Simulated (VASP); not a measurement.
# Rb2Na (Fm-3m) in VASP: further runs, part 2 of 2

VASP 6.6.1.

## Step 3: Single point, PBE

This run uses another cell than the first one, of 80.81 Å³/atom.

INCAR reads:

```
  ALGO = Fast
  EDIFF = 1E-6
  ENCUT = 520
  GGA = PE
  ISIF = 2
  ISMEAR = 0
  LASPH = T
  LCHARG = T
  LELF = T
  LREAL = F
  LVHAR = T
  LWAVE = F
  NBANDS = 20
  NELM = 60
  PREC = Accurate
  SIGMA = 0.1
```

KPOINTS reads:

```
k-points
0
Gamma
  8 8 8
```

POSCAR reads:

```
Rb2Na
1.0
    0.0000000000      4.9489558043      4.9489558043
    4.9489558043      0.0000000000      4.9489558043
    4.9489558043      4.9489558043      0.0000000000
Rb Na
2 1
Direct
    0.2500000000      0.2500000000      0.2500000000
    0.7500000000      0.7500000000      0.7500000000
    0.0000000000      0.0000000000      0.0000000000
```

Potentials or basis: VASP PAW PBE potentials, release 64 (Rb_sv, Na_pv).

Started as:

```sh
cat potpaw_PBE.64/Rb_sv/POTCAR potpaw_PBE.64/Na_pv/POTCAR > POTCAR
mpirun -np 1 vasp_std > vasp.out
```

Run time: 2.3 min. Hardware: 1 thread of AMD EPYC 9R45 (Zen 5), shared host; peak memory 0.41 GiB.

Results (log left out):

```yaml
Free_energy: -2.9443 eV
Pressure: 0.0 GPa
Band_gap_on_the_k_mesh: zero (an odd number of electrons rules out a gap without spin polarisation)
```

Levels at points of the mesh, in eV from the Fermi level:
```csv
k point,band 8,band 9,band 10,band 11,band 12,band 13,band 14,band 15,band 16,band 17
"(0.00, 0.00, 0.00)",-12.98,-12.93,-12.93,-12.93,-2.10,1.36,1.36,1.36,2.21,2.21
"(0.50, 0.00, 0.00)",-12.95,-12.95,-12.95,-12.95,-1.08,-0.52,1.53,1.53,2.10,2.10
"(0.50, 0.50, 0.00)",-12.98,-12.92,-12.92,-12.92,-0.60,-0.46,0.81,1.25,1.25,1.29
```

## Step 4: Relaxation of cell and atoms, PBE

This run uses another cell than the first one, of 78.31 Å³/atom.

INCAR reads:

```
PREC = Accurate
ENCUT = 600
EDIFF = 1E-6
ISMEAR = 0
SIGMA = 0.1
LREAL = F
LASPH = T
NELM = 80
ALGO = Fast
ISIF = 3
LWAVE = F
LCHARG = F
GGA = PE
IBRION = 2
NSW = 100
EDIFFG = -0.01
```

KPOINTS reads:

```
Automatic mesh
0
Gamma
  8 8 8
```

POSCAR reads:

```
Rb2Na
1.0
    0.0000000000      4.8974345409      4.8974345409
    4.8974345409      0.0000000000      4.8974345409
    4.8974345409      4.8974345409      0.0000000000
Rb Na
2 1
Direct
    0.2500000000      0.2500000000      0.2500000000
    0.7500000000      0.7500000000      0.7500000000
    0.0000000000      0.0000000000      0.0000000000
```

Potentials or basis: VASP PAW PBE potentials, release 64 (Rb_sv, Na_pv).

Started as:

```sh
cat potpaw_PBE.64/Rb_sv/POTCAR potpaw_PBE.64/Na_pv/POTCAR > POTCAR
mpirun -np 1 vasp_std > vasp.out
```

OUTCAR:

```text
PREC = Accurate
   ENCUT = 600
   EDIFF = 1E-6
   ISMEAR = 0
   LREAL = F
   LASPH = T
   NELM = 80
   ISIF = 3
   GGA = PE
   IBRION = 2
   NSW = 100
   EDIFFG = -0.01

 ion  position               nearest neighbor table
   1  0.250  0.250  0.250-   3 4.24   3 4.24   3 4.24   3 4.24   2 4.90   2 4.90   2 4.90   2 4.90
                             2 4.90   2 4.90
   2  0.750  0.750  0.750-   3 4.24   3 4.24   3 4.24   3 4.24   1 4.90   1 4.90   1 4.90   1 4.90
                             1 4.90   1 4.90
   3  0.000  0.000  0.000-   2 4.24   2 4.24   2 4.24   1 4.24   1 4.24   1 4.24   2 4.24   1 4.24

  LATTYP: Found a face centered cubic cell.
 ALAT       =     9.7948690818

  Lattice vectors:

 A1 = (   0.0000000000,   4.8974345409,   4.8974345409)
 A2 = (   4.8974345409,   0.0000000000,   4.8974345409)
[... 298 lines left out ...]

  energy without entropy =       -2.93217270  energy(sigma->0) =       -2.93816906

 E-fermi :  -0.1949     XC(G=0):  -5.3735

 val. band max:       -0.3042674969   @ k =   0.3750   0.0000   0.0000
 cond. band min:      -0.1700008792   @ k =  -0.2500   0.5000   0.2500
 fundamental gap:      0.1342666177
 Fermi energy:        -0.1949135867

 k-point     1 :       0.0000    0.0000    0.0000
  band No.  band energies     occupation
      1     -29.0612      2.00000
      2     -29.0562      2.00000
      3     -25.4175      2.00000
      4     -25.4175      2.00000
      5     -25.4175      2.00000
      6     -13.1699      2.00000
[... 433 lines left out ...]
      3     -25.4175      2.00000
      4     -25.4175      2.00000
      5     -25.4175      2.00000
      6     -13.1713      2.00000
[... 8 lines left out ...]
     15       0.9077      0.00000
     16       1.6732      0.00000

 [... further k-points ...]

------------------------ aborting loop because EDIFF is reached ----------------------------------------

  FORCE on cell =-STRESS in cart. coord.  units (eV):
  Direction    XX          YY          ZZ          XY          YZ          ZX
  --------------------------------------------------------------------------------------
  -------------------------------------------------------------------------------------
  Total        0.0103087      0.0103087      0.0103087      0.0000000      0.0000000     -0.0000000
  in kB        0.0682738      0.0682738      0.0682738      0.0000000      0.0000000     -0.0000000
  external PRESSURE =       0.0682738 kB  Pullay stress =       0.0000000 kB
[... 18 lines left out ...]
  FREE ENERGIE OF THE ION-ELECTRON SYSTEM (eV)
  ---------------------------------------------------
  free  energy   TOTEN  =        -2.9441654176 eV

  energy  without entropy=       -2.9321727033  energy(sigma->0) =       -2.93816906

 reached required accuracy - stopping structural energy minimisation
```

It took 5 min on 1 thread of AMD EPYC 9R45 (Zen 5), shared host; peak memory 0.5 GiB.

What came out:

```
Free energy                           : -2.9442 eV
Relaxed volume                        : 80.64 Å³/atom
Relaxed cell                          : a = 6.994 Å, b = 6.994 Å, c = 6.994 Å, α = 60.00°, β = 60.00°, γ = 60.00°
Space group after relaxing (to 0.1 Å) : Fm-3m (No. 225)
Energy gained by relaxing             : 0.8 meV/atom
Ionic steps                           : 4
Pressure after relaxing               : 0.0 GPa
Band gap on the k mesh                : zero (an odd number of electrons rules out a gap without spin polarisation)
```

Step by step:
```
step  energy change (eV)  largest force (eV/Å)  pressure (GPa)  volume (Å³)
   1              0.0000                0.0000            0.10       234.93
   2             -0.0009                0.0000            0.08       236.52
   3             -0.0021                0.0000            0.02       240.42
   4             -0.0023                0.0000            0.01       241.91
```

Final structure:
```
Rb Na
1.0
     0.00000    4.94549    4.94549
     4.94549    0.00000    4.94549
     4.94549    4.94549    0.00000
Rb Na
2 1
Direct
  0.25000 0.25000 0.25000
  0.75000 0.75000 0.75000
  0.00000 0.00000 0.00000
```

## Step 5: Summary

```csv
task,cell,k mesh,cutoff (eV),gap on the mesh (eV),pressure (GPa),relaxed volume (Å³/atom)
relaxation of cell and atoms,"relaxed from a = 5.221 Å, angles 60.0°, 3 atoms",4 × 4 × 4,600,none,0.0,80.84
single point,"a = 6.999 Å, angles 60.0°, 3 atoms",8 × 8 × 8,520,none,0.0,-
relaxation of cell and atoms,"relaxed from a = 6.926 Å, angles 60.0°, 3 atoms",8 × 8 × 8,600,none,0.0,80.64
```

Alike in all rows: level PBE; potentials or basis VASP PAW PBE potentials, release 64 (Rb_sv, Na_pv); no spin polarisation; smearing gaussian 0.1 eV.

Caveats: some runs use coarse meshes; the volume moved by over 15 % at a fixed basis, so the end points are rough (at least some runs).

Total energies depend on the potentials used, so only differences within one code and one set of settings carry meaning.
